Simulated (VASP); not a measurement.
# GaSb (de600) (F-43m) in VASP: vibrations by perturbation theory with LDA

Aim: the vibrations by perturbation theory of GaSb (de600) with LDA.

Program: VASP 6.6.1. These are calculated values, not measurements. Logs are shortened: lines on timing, memory, paths and dates and some standing lists are left out, and cuts for length are marked.

## (1) The cell of the first run

It takes space group F-43m (No. 216, cubic). Conventional cell: a = 6.047 Å, b = 6.047 Å, c = 6.047 Å, α = 90.00°, β = 90.00°, γ = 90.00°. Within 3.5 Å of Ga (site symmetry -43m) lie 4 Sb at 2.62 Å. Within 3.5 Å of Sb (site symmetry -43m) lie 4 Ga at 2.62 Å.

## (2) Vibrations by perturbation theory, LDA

The input, INCAR:

```
SYSTEM = GaSb
PREC = Accurate ; ENCUT = 500
EDIFF = 1E-8 ; ISMEAR = 0
SIGMA = 0.01 ; LREAL = .False.
LASPH = .True. ; NELM = 120
ALGO = Normal ; ISIF = 2
LWAVE = .False. ; LCHARG = .False.
GGA = CA ; NBANDS = 16
IBRION = 8 ; NSW = 1
GGA_COMPAT = .False.
```

The input, KPOINTS:

```
Automatic mesh
0
Gamma
  8 8 8
  0 0 0
```

The input, POSCAR:

```
GaSb
1.0
    0.0000000000      3.0234255332      3.0234255332
    3.0234255332      0.0000000000      3.0234255332
    3.0234255332      3.0234255332      0.0000000000
Ga Sb
1 1
Direct
    0.0000000000      0.0000000000      0.0000000000
    0.2500000000      0.2500000000      0.2500000000
```

Potentials or basis: VASP PAW LDA potentials, release 64 (Ga_d, Sb).

Started as:

```console
$ cat potpaw_LDA.64/Ga_d/POTCAR potpaw_LDA.64/Sb/POTCAR > POTCAR
$ mpirun -np 1 vasp_std > vasp.out
```

OUTCAR:

```text
SYSTEM = GaSb
   PREC = Accurate
   ENCUT = 500
   EDIFF = 1E-8
   ISMEAR = 0
   LREAL = .False.
   LASPH = .True.
   NELM = 120
   ISIF = 2
   GGA = CA
   IBRION = 8
   NSW = 1

 ion  position               nearest neighbor table
   1  0.000  0.000  0.000-   2 2.62   2 2.62   2 2.62   2 2.62
   2  0.250  0.250  0.250-   1 2.62   1 2.62   1 2.62   1 2.62

  LATTYP: Found a face centered cubic cell.
 ALAT       =     6.0468510664

  Lattice vectors:

 A1 = (   0.0000000000,   3.0234255332,   3.0234255332)
 A2 = (   3.0234255332,   0.0000000000,   3.0234255332)
 A3 = (   3.0234255332,   3.0234255332,   0.0000000000)

Analysis of symmetry for initial positions (statically):
=====================================================================
 Subroutine PRICEL returns:
 Original cell was already a primitive cell.

 Routine SETGRP: Setting up the symmetry group for a
 face centered cubic supercell.

 Subroutine GETGRP returns: Found 24 space group operations
 (whereof 24 operations were pure point group operations)
 out of a pool of 48 trial point group operations.

The static configuration has the point symmetry T_d .

Analysis of symmetry for dynamics (positions and initial velocities):
=====================================================================
 Subroutine PRICEL returns:
 Original cell was already a primitive cell.

 Routine SETGRP: Setting up the symmetry group for a
 face centered cubic supercell.

 Subroutine GETGRP returns: Found 24 space group operations
 (whereof 24 operations were pure point group operations)
 out of a pool of 48 trial point group operations.

The dynamic configuration has the point symmetry T_d .

 Subroutine INISYM returns: Found 24 space group operations
 (whereof 24 operations are pure point group operations),
 and found     1 'primitive' translations

----------------------------------------------------------------------------------------

                                     Primitive cell

  volume of cell :      55.2749

  direct lattice vectors                    reciprocal lattice vectors
     0.000000000  3.023425533  3.023425533    -0.165375332  0.165375332  0.165375332
     3.023425533  0.000000000  3.023425533     0.165375332 -0.165375332  0.165375332
     3.023425533  3.023425533  0.000000000     0.165375332  0.165375332 -0.165375332

  length of vectors
     4.275769394  4.275769394  4.275769394     0.286438477  0.286438477  0.286438477

  position of ions in fractional coordinates (direct lattice)
     0.000000000  0.000000000  0.000000000
     0.250000000  0.250000000  0.250000000

  ion indices of the primitive-cell ions
   primitive index   ion index
                 1           1
                 2           2

----------------------------------------------------------------------------------------

 KPOINTS: Automatic mesh

Automatic generation of k-mesh.
 Grid dimensions read from file:
 generate k-points for:    8    8    8

 Generating k-lattice:

  Cartesian coordinates                     Fractional coordinates (reciprocal lattice)
    -0.020671916  0.020671916  0.020671916     0.125000000  0.000000000  0.000000000
     0.020671916 -0.020671916  0.020671916     0.000000000  0.125000000  0.000000000
     0.020671916  0.020671916 -0.020671916     0.000000000  0.000000000  0.125000000

  Length of vectors
     0.035804810  0.035804810  0.035804810

  Shift w.r.t. Gamma in fractional coordinates (k-lattice)
     0.000000000  0.000000000  0.000000000
[... 68 lines left out ...]
   IALGO  =     38    algorithm
   IMIX   =      4    mixing-type and parameters
     AMIX     =   0.40;   BMIX     =  1.00
     AMIX_MAG =   1.60;   BMIX_MAG =  1.00
  volume/ion in A,a.u.               =      27.64       186.51
  Fermi-wavevector in a.u.,A,eV,Ry     =   1.126306  2.128410 17.259877  1.268565
  Thomas-Fermi vector in A             =   2.262987
   LORBIT       =      0    0 simple, 1 ext, 2 COOP (PROOUT), +10 PAW based schemes
   GGA     = CA    functional components
   LHFCALC =     F    Hartree Fock is set to
   AEXX    =    0.0000 exact exchange contribution
   IVDW    =     0    specifies the selected vdW correction
   LEPSILON=     F    determine dielectric tensor
   LRPA    =     F    only Hartree local field effects (RPA)
 non-spin polarized calculation
 Gauss-broadening in eV      SIGMA  =   0.01
  energy-cutoff  :      500.00
  volume of cell :       55.27
 maximum number of plane-waves:      1424
   NGX = 15   NGY = 15   NGZ = 15

--------------------------------------- Ionic step        1  -------------------------------------------

 number of electron      17.9999990 magnetization

 Free energy of the ion-electron system (eV)
  ---------------------------------------------------
  ext. energy  EPLUGINS =         0.00000000
  ---------------------------------------------------
  free energy    TOTEN  =        -8.66632054 eV

  energy without entropy =       -8.66632054  energy(sigma->0) =       -8.66632054

 E-fermi :   5.0921     XC(G=0):  -9.5478

 val. band max:        5.0490241748   @ k =   0.0000   0.0000   0.0000
 cond. band min:       5.1752075285   @ k =   0.0000   0.0000   0.0000
 fundamental gap:      0.1261833537
 Fermi energy:         5.0921456106

 k-point     1 :       0.0000    0.0000    0.0000
  band No.  band energies     occupation
      1     -10.1720      2.00000
      2     -10.1720      2.00000
      3     -10.1720      2.00000
      4     -10.1172      2.00000
      5     -10.1172      2.00000
      6      -6.7168      2.00000
[... 433 lines left out ...]
      3     -10.1532      2.00000
      4     -10.1208      2.00000
      5     -10.1172      2.00000
      6      -4.6322      2.00000
[... 8 lines left out ...]
     15      14.6471      0.00000
     16      15.2618      0.00000

 [... further k-points ...]
[... 5 lines left out ...]
  --------------------------------------------------------------------------------------
  -------------------------------------------------------------------------------------
  Total        0.0752489      0.0752489      0.0752489      0.0000000      0.0000000     -0.0000000
  in kB        2.1811380      2.1811380      2.1811380      0.0000000      0.0000000     -0.0000000
  external PRESSURE =       2.1811380 kB  Pullay stress =       0.0000000 kB

 VOLUME and BASIS-vectors are now :
 -----------------------------------------------------------------------------
  energy-cutoff  :      500.00
  volume of cell :       55.27
      direct lattice vectors                 reciprocal lattice vectors
     0.000000000  3.023425533  3.023425533    -0.165375332  0.165375332  0.165375332
     3.023425533  0.000000000  3.023425533     0.165375332 -0.165375332  0.165375332
     3.023425533  3.023425533  0.000000000     0.165375332  0.165375332 -0.165375332

 POSITION                                       TOTAL-FORCE (eV/Angst)
 -----------------------------------------------------------------------------------
      0.00000      0.00000      0.00000        -0.000000     -0.000000     -0.000000
      1.51171      1.51171      1.51171         0.000000      0.000000      0.000000
 -----------------------------------------------------------------------------------
    total drift:                                0.000000      0.000000      0.000000

  FREE ENERGIE OF THE ION-ELECTRON SYSTEM (eV)
  ---------------------------------------------------
  free  energy   TOTEN  =        -8.6663205447 eV

  energy  without entropy=       -8.6663205447  energy(sigma->0) =       -8.66632054

[... ionic steps 2 to 3 ...]

--------------------------------------- Ionic step        4  -------------------------------------------

------------------------ aborting loop because EDIFF is reached ----------------------------------------

[... ionic steps 5 to 6 ...]

--------------------------------------- Ionic step        7  -------------------------------------------

 Free energy of the ion-electron system (eV)
  ---------------------------------------------------
  ---------------------------------------------------
  free energy    TOTEN  =        -0.02649551 eV

  energy without entropy =       -0.02649551

------------------------ aborting loop because EDIFF is reached ----------------------------------------

 INTERNAL STRAIN TENSOR  FOR ION    2  DIRECTION 1   (eV/Angst):
 -----------------------------------------------------------------------------
     0.01437  0.00000  0.00000
     0.00000 -0.00444 -7.07303
     0.00000 -7.07303 -0.00444

 INTERNAL STRAIN TENSOR FOR ION    2 for displacements in x,y,z  (eV/Angst):
          X           Y           Z          XY          YZ          ZX
  --------------------------------------------------------------------------------
  x     0.00000    -0.00000    -0.00000     0.00000    -7.07303     0.00000
  y     0.00000     0.00000     0.00000     0.00000     0.00000    -7.07303
  z    -0.00000    -0.00000     0.00000    -7.07303     0.00000     0.00000

 SECOND DERIVATIVES (NOT SYMMETRIZED)
 ------------------------------------
               1X          1Y          1Z          2X          2Y          2Z
  1X    -8.457853    0.000000    0.000000    8.457853    0.000000    0.000000
  1Y     0.000000   -8.457853    0.000000    0.000000    8.457853    0.000000
  1Z     0.000000    0.000000   -8.457853    0.000000    0.000000    8.457853
  2X     8.524480    0.000000    0.000000   -8.524480    0.000000    0.000000
  2Y     0.000000    8.524480    0.000000    0.000000   -8.524480    0.000000
  2Z     0.000000    0.000000    8.524480    0.000000    0.000000   -8.524480

 Eigenvectors and eigenvalues of the dynamical matrix
 ----------------------------------------------------

   1 f  =    6.838090 THz    42.964988 2PiTHz  228.094135 cm-1    28.280056 meV
             X         Y         Z           dx          dy          dz
      0.000000  0.000000  0.000000    -0.796266    0.000000    0.000000
      1.511713  1.511713  1.511713     0.604946   -0.000000   -0.000000
[... 21 lines left out ...]
   6 f/i=    0.012923 THz     0.081198 2PiTHz    0.431069 cm-1     0.053446 meV
             X         Y         Z           dx          dy          dz
      0.000000  0.000000  0.000000    -0.010057    0.373877    0.475473
      1.511713  1.511713  1.511713    -0.013238    0.492119    0.625847

--------------------------------------------------------------------------------------------------------

 ELASTIC MODULI CONTR FROM IONIC RELAXATION (kBar)
 Direction    XX          YY          ZZ          XY          YZ          ZX
 --------------------------------------------------------------------------------
 XX          -0.0000     -0.0000     -0.0000     -0.0000      0.0000      0.0000
 YY          -0.0000     -0.0000     -0.0000     -0.0000     -0.0000      0.0000
 ZZ          -0.0000     -0.0000     -0.0000     -0.0000     -0.0000      0.0000
 XY          -0.0000     -0.0000      0.0000   -173.5125      0.0000     -0.0000
 YZ          -0.0000     -0.0000     -0.0000     -0.0000   -173.5125      0.0000
 ZX           0.0000      0.0000      0.0000      0.0000      0.0000   -173.5125
 --------------------------------------------------------------------------------
```

Wall time 4.5 min (1 thread of Intel Xeon 8259CL, shared host); peak memory 0.33 GiB.

What came out:

```yaml
Highest_phonon_frequency_at_Γ_LO-TO_splitting_left_out: 228 cm⁻¹
```

Phonon frequencies in cm⁻¹ (negative: imaginary):
```csv
q point,frequencies
"(0.000, 0.000, 0.000)",0 0 0 228 228 228
```

Caveat: spin-orbit coupling is left out, which moves the levels of the heavy elements.
